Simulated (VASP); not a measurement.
# Ir (P6_3/mmc) in VASP: notebook, part 2 of 2

VASP 6.6.1. The steps go on from the part before.

## (3) Relaxation of cell and atoms, PBE, collinear spin

This run uses another cell than the first one, of 14.15 Å³/atom.

Input file INCAR:

```
PREC = Accurate
ENCUT = 600
EDIFF = 1E-7
ISMEAR = -1
SIGMA = 0.05
LREAL = False
LASPH = True
NELM = 150
ALGO = Normal
ISIF = 3
LWAVE = False
LCHARG = False
ISPIN = 2
MAGMOM = 1 1
LORBIT = 11
LMAXMIX = 4
GGA = PE
IBRION = 2
NSW = 80
EDIFFG = -0.01
```

Input file KPOINTS:

```
Automatic mesh
0
Gamma
  13 13 7
```

Input file POSCAR:

```
Ir
1.0
    2.7148619862      0.0000000000      0.0000000000
   -1.3574309931      2.3511394478      0.0000000000
    0.0000000000      0.0000000000      4.4333696235
Ir
2
Direct
    0.3333333333      0.6666666667      0.2500000000
    0.6666666667      0.3333333333      0.7500000000
```

Potentials or basis: VASP PAW PBE potentials, release 64 (Ir).

Launch:

```bash
cat potpaw_PBE.64/Ir/POTCAR > POTCAR
mpirun -np 1 vasp_std > vasp.out
```

Run time: 2.8 min. Hardware: 1 thread of AMD EPYC 9R45 (Zen 5), shared host; peak memory 0.19 GiB.

The run converged. Its results:

```
Free energy                                           : -17.5507 eV
Relaxed volume                                        : 14.59 Å³/atom
Relaxed cell                                          : a = 2.748 Å, b = 2.748 Å, c = 4.464 Å, α = 90.00°, β = 90.00°, γ = 120.00°
Space group after relaxing (to 0.1 Å)                 : P6_3/mmc (No. 194)
Energy gained by relaxing                             : 15.7 meV/atom
Ionic steps                                           : 9
Pressure after relaxing                               : 0.0 GPa
Band gap on the k mesh                                : zero (filled and empty bands overlap)
Net moment                                            : 0.00 μB per cell
Valence electrons inside the program's atomic spheres : Ir 8.30
```

The path:
```
step  energy change (eV)  largest force (eV/Å)  pressure (GPa)  volume (Å³)
   1              0.0000                0.0000           11.55        28.30
   2              0.3264                0.0000          -29.10        32.69
   3             -0.0310                0.0000           -0.58        29.24
   4             -0.0311                0.0000           -0.07        29.19
   5             -0.0311                0.0000            0.14        29.17
   6             -0.0314                0.0000            0.19        29.17
   7             -0.0314                0.0000            0.18        29.17
   8             -0.0313                0.0000           -0.50        29.23
   9             -0.0314                0.0000            0.02        29.19
```

Final structure:
```yaml
crystal:
  lattice:
    - [2.74767, 0.00000, 0.00000]
    - [-1.37383, 2.37955, 0.00000]
    - [0.00000, 0.00000, 4.46388]
  atoms:
    - { symbol: Ir, position: [0.33333, 0.66667, 0.25000] }
    - { symbol: Ir, position: [0.66667, 0.33333, 0.75000] }
```

Levels at points of the mesh, in eV from the Fermi level:
Spin up:
```csv
k point,band 5,band 6,band 7,band 8,band 9,band 10,band 11,band 12,band 13,band 14
"(0.00, 0.00, 0.00)",-3.70,-3.07,-3.07,-2.29,-2.29,-0.78,0.24,0.24,6.75,14.28
```
Spin down:
```tsv
k point	band 5	band 6	band 7	band 8	band 9	band 10	band 11	band 12	band 13	band 14
(0.00, 0.00, 0.00)	-3.70	-3.07	-3.07	-2.29	-2.29	-0.78	0.24	0.24	6.75	14.28
```

Caveat: spin-orbit coupling is left out, which moves the levels of the heavy elements.

## (4) Single point, PBE, collinear spin (12.82 Å³/atom)

This run uses another cell than the first one, of 12.82 Å³/atom.

Input file INCAR:

```
PREC = Accurate ; ENCUT = 520
EDIFF = 1E-6 ; ISMEAR = -1
SIGMA = 0.05 ; LREAL = False
LASPH = True ; NELM = 150
ALGO = Normal ; ISIF = 2
LWAVE = False ; LCHARG = True
ISPIN = 2 ; MAGMOM = 1 1
LORBIT = 11 ; LMAXMIX = 4
GGA = PE ; LELF = True
LVHAR = True ; NBANDS = 20
```

Input file KPOINTS:

```
regular mesh
0
Gamma
  22 22 12
```

Input file POSCAR:

```
Ir
1.0
    2.6317630665      0.0000000000      0.0000000000
   -1.3158815333      2.2791736723      0.0000000000
    0.0000000000      0.0000000000      4.2753947778
Ir
2
Direct
    0.3333333333      0.6666666667      0.2500000000
    0.6666666667      0.3333333333      0.7500000000
```

Potentials or basis: VASP PAW PBE potentials, release 64 (Ir).

Launch:

```bash
cat potpaw_PBE.64/Ir/POTCAR > POTCAR
mpirun -np 1 vasp_std > vasp.out
```

OUTCAR:

```text
PREC = Accurate
   ENCUT = 520
   EDIFF = 1E-6
   ISMEAR = -1
   LREAL = False
   LASPH = True
   NELM = 150
   ISIF = 2
   ISPIN = 2
   LORBIT = 11
   GGA = PE

 ion  position               nearest neighbor table
   1  0.333  0.667  0.250-   2 2.62   2 2.62   2 2.62   2 2.62   2 2.62   2 2.62
   2  0.667  0.333  0.750-   1 2.62   1 2.62   1 2.62   1 2.62   1 2.62   1 2.62

  LATTYP: Found a hexagonal cell.
 ALAT       =     2.6317630665
 C/A-ratio  =     1.6245363544

  Lattice vectors:

[... 1324 lines left out ...]
  external PRESSURE =     618.9793997 kB  Pullay stress =       0.0000000 kB

 VOLUME and BASIS-vectors are now :
 -----------------------------------------------------------------------------
  energy-cutoff  :      520.00
  volume of cell :       25.64
      direct lattice vectors                 reciprocal lattice vectors
     2.631763067  0.000000000  0.000000000     0.379973415  0.219377753  0.000000000
    -1.315881533  2.279173672  0.000000000     0.000000000  0.438755507  0.000000000
     0.000000000  0.000000000  4.275394778     0.000000000  0.000000000  0.233896529

 POSITION                                       TOTAL-FORCE (eV/Angst)
 -----------------------------------------------------------------------------------
     -0.00000      1.51945      1.06885         0.000000      0.000000      0.000000
      1.31588      0.75972      3.20655        -0.000000     -0.000000      0.000000
 -----------------------------------------------------------------------------------
    total drift:                                0.000000     -0.000000     -0.000000

  FREE ENERGIE OF THE ION-ELECTRON SYSTEM (eV)
  ---------------------------------------------------
  free  energy   TOTEN  =       -16.9593982081 eV

  energy  without entropy=      -16.9436092289  energy(sigma->0) =      -16.95150372

 total charge

# of ion       s       p       d       tot
------------------------------------------
    1        0.733   0.892   7.156   8.781
    2        0.733   0.892   7.156   8.781
--------------------------------------------------
tot          1.465   1.784  14.312  17.561

 magnetization (x)

# of ion       s       p       d       tot
------------------------------------------
    1        0.000   0.000  -0.000  -0.000
    2        0.000   0.000  -0.000  -0.000
--------------------------------------------------
tot          0.000   0.000  -0.000  -0.000
```

OSZICAR:

```text
N       E                     dE             d eps       ncg     rms          rms(c)
DAV:   1     0.154154794307E+03    0.15415E+03   -0.81860E+03 29160   0.925E+02
DAV:   2    -0.134812656405E+02   -0.16764E+03   -0.14960E+03 29784   0.270E+02
DAV:   3    -0.176600820057E+02   -0.41788E+01   -0.41248E+01 34600   0.508E+01
DAV:   4    -0.177135029273E+02   -0.53421E-01   -0.53392E-01 33996   0.481E+00
DAV:   5    -0.177149548901E+02   -0.14520E-02   -0.14519E-02 35644   0.830E-01    0.295E+01
DAV:   6    -0.171690288878E+02    0.54593E+00   -0.53678E-01 37188   0.908E+00    0.136E+01
DAV:   7    -0.169752613268E+02    0.19377E+00   -0.23229E-01 38896   0.559E+00    0.513E+00
DAV:   8    -0.169649159088E+02    0.10345E-01   -0.63635E-03 35296   0.560E-01    0.133E+00
DAV:   9    -0.169593943687E+02    0.55215E-02   -0.46757E-03 34296   0.723E-01    0.275E-01
DAV:  10    -0.169594354881E+02   -0.41119E-04   -0.13134E-04 36824   0.104E-01    0.900E-02
DAV:  11    -0.169593942944E+02    0.41194E-04   -0.13787E-05 34368   0.312E-02    0.309E-02
DAV:  12    -0.169593961760E+02   -0.18816E-05   -0.21640E-06 35284   0.125E-02    0.724E-03
DAV:  13    -0.169593984308E+02   -0.22548E-05   -0.49614E-07 18004   0.547E-03    0.488E-03
DAV:  14    -0.169593982081E+02    0.22270E-06   -0.69174E-08 16036   0.252E-03
   1 F= -.16959398E+02 E0= -.16951504E+02  d E =-.157890E-01  mag=    -0.0000
```

stdout:

```text
POSCAR found type information on POSCAR Ir
 POSCAR found :  1 types and       2 ions
 scaLAPACK will be used
 LDA part: xc-table for (Slater+PW92), standard interpolation
 POSCAR, INCAR and KPOINTS ok, starting setup
 FFT: planning ... GRIDC
 FFT: planning ... GRID_SOFT
 FFT: planning ... GRID
 WAVECAR not read
 entering main loop
```

Wall time 2.2 min (1 thread of AMD EPYC 9R45 (Zen 5), shared host); peak memory 0.32 GiB.

What came out:

```yaml
Free_energy: -16.9594 eV
Pressure: 61.9 GPa
Band_gap_on_the_k_mesh: zero (filled and empty bands overlap)
Net_moment: 0.00 μB per cell
Valence_electrons_inside_the_program's_atomic_spheres: Ir 8.78
```

Caveat: the cell stands under pressure; spin-orbit coupling is left out, which moves the levels of the heavy elements.

## (5) Summary

| task | cell | k mesh | cutoff (eV) | gap on the mesh (eV) | pressure (GPa) | moment (μB) |
| --- | --- | --- | --- | --- | --- | --- |
| single point | a = 2.746, b = 2.746, c = 4.462 Å, angles 90.0, 90.0, 120.0°, 2 atoms | 22 × 22 × 12 | 520 | none | 0.3 | 0.00 |
| relaxation of cell and atoms | relaxed from a = 2.715, b = 2.715, c = 4.433 Å, angles 90.0, 90.0, 120.0°, 2 atoms | 13 × 13 × 7 | 600 | none | 0.0 | 0.00 |
| single point | a = 2.632, b = 2.632, c = 4.275 Å, angles 90.0, 90.0, 120.0°, 2 atoms | 22 × 22 × 12 | 520 | none | 61.9 | 0.00 |

Alike in all rows: level PBE; potentials or basis VASP PAW PBE potentials, release 64 (Ir); spin collinear; smearing fermi-dirac 0.05 eV.

Caveats: spin-orbit coupling is left out, which moves the levels of the heavy elements; the cell stands under pressure (at least some runs).

Absolute energies hang on the potentials; compare differences alone.
